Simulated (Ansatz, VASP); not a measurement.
## Ta in VASP and in Ansatz

```
CELL_PARAMETERS angstrom
-1.66045 1.66045 1.66045
1.66045 -1.66045 1.66045
1.66045 1.66045 -1.66045
ATOMIC_POSITIONS crystal
Ta 0.00000 0.00000 0.00000
```

Alike in both runs: task electric field gradients; functional PBEsol; k mesh 16 × 16 × 16; occupations fermi-dirac, width 0.08 eV; no spin polarisation.

|  | VASP | Ansatz |
| --- | --- | --- |
| version | VASP 6.6.1 | Ansatz 0.2.0 |
| potentials or method | VASP PAW PBE potentials, release 64 (Ta_pv) | PAW with Ansatz's default frozen-core files, scalar-relativistic |
| plane-wave cutoff (eV) | 520 | 420 |
| valence electrons in the cell | 11 | 13 |

Ansatz gave:

```
pressure (GPa) : -6.7
```

**Question.** What did VASP give for the same quantities?

**Answer.** Pressure (GPa): -6.6.

VASP's potentials were made for PBE, not for PBEsol. VASP's potentials hold 11 valence electrons a cell and Ansatz's 13, so a difference there can come from the potentials and not from the codes.

Neither program's run includes spin-orbit coupling.
